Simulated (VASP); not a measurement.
# BP2 (P4mm) in VASP: single point with PBE

Aim: the single point of BP2 with PBE.

Program: VASP 6.6.1. These are calculated values, not measurements. Logs are shortened: lines on timing, memory, paths and dates and some standing lists are left out, and cuts for length are marked.

## (1) The cell of the first run

The structure is tetragonal, space group P4mm (No. 99). The conventional cell has a = 2.895 Å, b = 2.895 Å, c = 4.603 Å, α = 90.00°, β = 90.00°, γ = 90.00°. Within 2.6 Å of B (site symmetry 4mm) lie 5 P at 1.97 to 2.07 Å. Within 2.6 Å of P (site symmetry 4mm) lie 1 B at 1.97 Å. P (site symmetry 4mm) has 4 B at 2.07 Å within 2.7 Å.

## (2) Single point, PBE

Input file INCAR:

```
SYSTEM = BP2
ALGO = Normal
EDIFF = 1E-6
ENCUT = 500
GGA = PE
GGA_COMPAT = .False.
ISIF = 2
ISMEAR = 0
LASPH = .True.
LCHARG = .False.
LREAL = .False.
LWAVE = .False.
NBANDS = 14
NELM = 120
PREC = Accurate
SIGMA = 0.2
```

Input file KPOINTS:

```
k-points
0
Gamma
  6 6 5
  0 0 0
```

Input file POSCAR:

```
BP2
1.0
    2.8947032112      0.0000000000      0.0000000000
    0.0000000000      2.8947032112      0.0000000000
    0.0000000000      0.0000000000      4.6032283647
B P
1 2
Direct
    0.0000000000      0.0000000000      0.8403424584
    0.0000000000      0.0000000000      0.2682683344
    0.5000000000      0.5000000000      0.7733166873
```

Potentials or basis: VASP PAW PBE potentials, release 64 (B, P).

Run with:

```
> cat potpaw_PBE.64/B/POTCAR potpaw_PBE.64/P/POTCAR > POTCAR
> mpirun -np 1 vasp_std > vasp.out
```

OUTCAR:

```text
SYSTEM = BP2
   EDIFF = 1E-6
   ENCUT = 500
   GGA = PE
   ISIF = 2
   ISMEAR = 0
   LASPH = .True.
   LREAL = .False.
   NELM = 120
   PREC = Accurate

 ion  position               nearest neighbor table
   1  0.000  0.000  0.840-   2 1.97   3 2.07   3 2.07   3 2.07   3 2.07
   2  0.000  0.000  0.268-   1 1.97
   3  0.500  0.500  0.773-   1 2.07   1 2.07   1 2.07   1 2.07

  LATTYP: Found a simple tetragonal cell.
 ALAT       =     2.8947032112
 C/A-ratio  =     1.5902246375

  Lattice vectors:

 A1 = (   2.8947032112,   0.0000000000,   0.0000000000)
 A2 = (   0.0000000000,   2.8947032112,   0.0000000000)
 A3 = (   0.0000000000,   0.0000000000,   4.6032283647)

Analysis of symmetry for initial positions (statically):
=====================================================================
 Subroutine PRICEL returns:
 Original cell was already a primitive cell.

 Routine SETGRP: Setting up the symmetry group for a
 simple tetragonal supercell.

 Subroutine GETGRP returns: Found  8 space group operations
 (whereof  8 operations were pure point group operations)
 out of a pool of 16 trial point group operations.

The static configuration has the point symmetry C_4v.

Analysis of symmetry for dynamics (positions and initial velocities):
=====================================================================
 Subroutine PRICEL returns:
 Original cell was already a primitive cell.

 Routine SETGRP: Setting up the symmetry group for a
 simple tetragonal supercell.

 Subroutine GETGRP returns: Found  8 space group operations
 (whereof  8 operations were pure point group operations)
 out of a pool of 16 trial point group operations.

The dynamic configuration has the point symmetry C_4v.

 Subroutine INISYM returns: Found  8 space group operations
 (whereof  8 operations are pure point group operations),
 and found     1 'primitive' translations

----------------------------------------------------------------------------------------

                                     Primitive cell

  volume of cell :      38.5719

  direct lattice vectors                    reciprocal lattice vectors
     2.894703211  0.000000000  0.000000000     0.345458559  0.000000000  0.000000000
     0.000000000  2.894703211  0.000000000     0.000000000  0.345458559  0.000000000
     0.000000000  0.000000000  4.603228365     0.000000000  0.000000000  0.217238842

  length of vectors
     2.894703211  2.894703211  4.603228365     0.345458559  0.345458559  0.217238842

  position of ions in fractional coordinates (direct lattice)
[... 88 lines left out ...]
   ISYM   =      2    0-nonsym 1-usesym 2-fastsym
   POTIM  = 0.5000    time-step for ionic-motion
   TEBEG  =    0.0;   TEEND  =   0.0 temperature during run
   PSTRESS=    0.0 pullay stress
   NELECT =      13.0000    total number of electrons
   NUPDOWN=      -1.0000    fix difference up-down
   EMIN   =  10.00;   EMAX   =-10.00  energy-range for DOS
   EFERMI =   0.00;   METHOD = LEGACY
   ISMEAR =     0;   SIGMA  =   0.20  broadening in eV -4-tet -1-fermi 0-gaus
   EFERMI_NEDOS =   21; number of points for ismear=-14 and -15
   IALGO  =     38    algorithm
   IMIX   =      4    mixing-type and parameters
     AMIX     =   0.40;   BMIX     =  1.00
     AMIX_MAG =   1.60;   BMIX_MAG =  1.00
  volume/ion in A,a.u.               =      12.86        86.77
  Fermi-wavevector in a.u.,A,eV,Ry     =   1.139285  2.152937 17.659961  1.297971
  Thomas-Fermi vector in A             =   2.275989
   LORBIT       =      0    0 simple, 1 ext, 2 COOP (PROOUT), +10 PAW based schemes
   GGA     = PE    functional components
   LHFCALC =     F    Hartree Fock is set to
   AEXX    =    0.0000 exact exchange contribution
   IVDW    =     0    specifies the selected vdW correction
   LEPSILON=     F    determine dielectric tensor
   LRPA    =     F    only Hartree local field effects (RPA)
 non-spin polarized calculation
 Gauss-broadening in eV      SIGMA  =   0.20
  energy-cutoff  :      500.00
  volume of cell :       38.57
 maximum number of plane-waves:      1004
 NGX is ok and might be reduce to    24
   NGX = 11   NGY = 11   NGZ = 17

 number of electron      13.0000001 magnetization

 Free energy of the ion-electron system (eV)
  ---------------------------------------------------
  ext. energy  EPLUGINS =         0.00000000
  ---------------------------------------------------
  free energy    TOTEN  =       -15.24941720 eV

  energy without entropy =      -15.21643583  energy(sigma->0) =      -15.23292651

 E-fermi :   7.9708     XC(G=0): -11.1695

 val. band max:        7.9256344671   @ k =   0.0000   0.0000   0.4000
 cond. band min:       7.9715005404   @ k =   0.1667   0.1667   0.4000
 fundamental gap:      0.0458660733
 Fermi energy:         7.9707923019

 k-point     1 :       0.0000    0.0000    0.0000
  band No.  band energies     occupation
      1      -7.8093      2.00000
      2      -2.2664      2.00000
      3       0.3368      2.00000
      4       5.8854      2.00000
      5       5.8854      2.00000
      6      10.0341      0.00000
      7      11.3421      0.00000
      8      11.5697      0.00000
      9      11.5697      0.00000
     10      12.3150      0.00000
     11      16.3260      0.00000
     12      17.0820      0.00000
     13      17.2142      0.00000
     14      17.2142      0.00000
[... 377 lines left out ...]
      1      -3.7986      2.00000
      2      -3.3541      2.00000
      3      -1.4365      2.00000
      4       1.8220      2.00000
      5       7.0919      2.00000
      6       9.3046      0.00000
      7       9.4269      0.00000
      8      10.7446      0.00000
      9      12.1334      0.00000
     10      12.2012      0.00000
     11      13.5345      0.00000
     12      15.7476      0.00000
     13      16.5154      0.00000
     14      17.6191      0.00000

 [... further k-points ...]
[... 5 lines left out ...]
  --------------------------------------------------------------------------------------
  -------------------------------------------------------------------------------------
  Total       -0.0456260     -0.0456260     -0.0613355      0.0000000      0.0000000     -0.0000000
  in kB       -1.8951880     -1.8951880     -2.5477216      0.0000000      0.0000000     -0.0000000
  external PRESSURE =      -2.1126992 kB  Pullay stress =       0.0000000 kB

 VOLUME and BASIS-vectors are now :
 -----------------------------------------------------------------------------
  energy-cutoff  :      500.00
  volume of cell :       38.57
      direct lattice vectors                 reciprocal lattice vectors
     2.894703211  0.000000000  0.000000000     0.345458559  0.000000000  0.000000000
     0.000000000  2.894703211  0.000000000     0.000000000  0.345458559  0.000000000
     0.000000000  0.000000000  4.603228365     0.000000000  0.000000000  0.217238842

 POSITION                                       TOTAL-FORCE (eV/Angst)
 -----------------------------------------------------------------------------------
      0.00000      0.00000      3.86829        -0.000000      0.000000      0.005646
      0.00000      0.00000      1.23490         0.000000      0.000000     -0.053961
      1.44735      1.44735      3.55975         0.000000     -0.000000      0.048315
 -----------------------------------------------------------------------------------
    total drift:                               -0.000000     -0.000000      0.000139

  FREE ENERGIE OF THE ION-ELECTRON SYSTEM (eV)
  ---------------------------------------------------
  free  energy   TOTEN  =       -15.2494171954 eV

  energy  without entropy=      -15.2164358344  energy(sigma->0) =      -15.23292651
```

Run time: 16 s. Hardware: 1 thread of Intel Xeon 8259CL, shared host; peak memory 0.15 GiB.

What came out:

```yaml
Free_energy: -15.2494 eV
Pressure: -0.2 GPa
Largest_force: 0.054 eV/Å
```

Forces on the atoms (eV/Å):
```
B    0.000  0.000  0.006
P    0.000  0.000 -0.054
P    0.000  0.000  0.048
```

Levels at points of the mesh, in eV from the Fermi level:
```csv
k point,band 2,band 3,band 4,band 5,band 6,band 7,band 8,band 9,band 10,band 11
"(0.00, 0.00, 0.00)",-10.24,-7.63,-2.09,-2.09,2.06,3.37,3.60,3.60,4.34,8.36
"(0.50, 0.00, 0.00)",-12.00,-6.80,-4.79,-3.86,-2.46,0.99,2.68,5.16,5.46,6.75
"(0.50, 0.50, 0.00)",-8.12,-7.65,-7.65,-2.93,-2.70,-1.85,-1.85,0.28,3.51,3.51
```

Caveat: the k points lie up to 0.36 Å⁻¹ apart.
